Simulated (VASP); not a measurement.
Here is a VASP 6.6.1 calculation.

Contents of INCAR:

```
PREC = Accurate
ENCUT = 520
EDIFF = 1E-6
ISMEAR = 0
SIGMA = 0.05
LREAL = F
LASPH = T
NELM = 80
ALGO = Normal
ISIF = 2
LWAVE = F
LCHARG = T
GGA = PS
LELF = T
LVHAR = T
NBANDS = 31
```

The input KPOINTS:

```
regular mesh
0
Gamma
  6 6 6
```

POSCAR

```
Al3GaN4
1.0
    4.3063235187      0.0000000000      0.0000000000
    0.0000000000      4.3063235187      0.0000000000
    0.0000000000      0.0000000000      4.8618392526
Al Ga N
3 1 4
Direct
    0.5000000000      0.5000000000      0.0000000000
    0.5000000000      0.0000000000      0.5000000000
    0.0000000000      0.5000000000      0.5000000000
    0.0000000000      0.0000000000      0.0000000000
    0.7447140287      0.7447140287      0.2552859713
    0.7447140287      0.2552859713      0.7447140287
    0.2552859713      0.7447140287      0.7447140287
    0.2552859713      0.2552859713      0.2552859713
```

Potentials or basis: VASP PAW PBE potentials, release 64 (Al, Ga_d, N).

Command:

```sh
$ cat potpaw_PBE.64/Al/POTCAR potpaw_PBE.64/Ga_d/POTCAR potpaw_PBE.64/N/POTCAR > POTCAR
$ mpirun -np 1 vasp_std > vasp.out
```

(1) Estimate the pressure.

(2) Predict the band gap on the k mesh.

Results:

(1) -10.1 GPa.

(2) 2.65 eV (least direct gap 2.70 eV).

Caveat: the cell stands under tension; the PAW data sets were made with another functional, which shifts forces and pressure a little.
